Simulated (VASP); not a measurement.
Al2Cl, 3 atoms in the cell. It takes space group P4/mmm (No. 123, tetragonal). The conventional cell has a = 3.058 Å, b = 3.058 Å, c = 6.925 Å, α = 90.00°, β = 90.00°, γ = 90.00°. Within 3.7 Å of Al (site symmetry 4mm) lie 5 Al at 2.77 to 3.06 Å and 4 Cl at 3.00 Å. Within 3.9 Å of Cl (site symmetry 4/mmm) lie 8 Al at 3.00 Å and 4 Cl at 3.06 Å. The cell was built from a structure type or drawn by symmetry, and may not be a known phase.

```yaml
Program: VASP 6.6.1
Task: single point
Functional: PBE
Potentials_or_basis: VASP PAW PBE potentials, release 64 (Al, Cl)
Cutoff: 520 eV
k_mesh: 16 × 16 × 8
Occupations: gaussian, width 0.1 eV
Spin: no spin polarisation
Dipole_correction: no
Further_INCAR_settings: ALGO = Normal; EDIFF = 1e-06; NBANDS = 14
```

Potentials or basis: VASP PAW PBE potentials, release 64 (Al, Cl).

Run with:

```sh
$ cat potpaw_PBE.64/Al/POTCAR potpaw_PBE.64/Cl/POTCAR > POTCAR
$ mpirun -np 1 vasp_std > vasp.out
```

Hardware: 1 thread of Intel(R) Xeon(R) 6975P-C (Granite Rapids), with other jobs on the host.

**Question.** How long does it take, and how much memory?

**Answer.** It took 48 s on 1 thread of Intel(R) Xeon(R) 6975P-C (Granite Rapids), on a shared host, peak memory 0.3 GiB. Counts: scf iterations 13, k points 225.
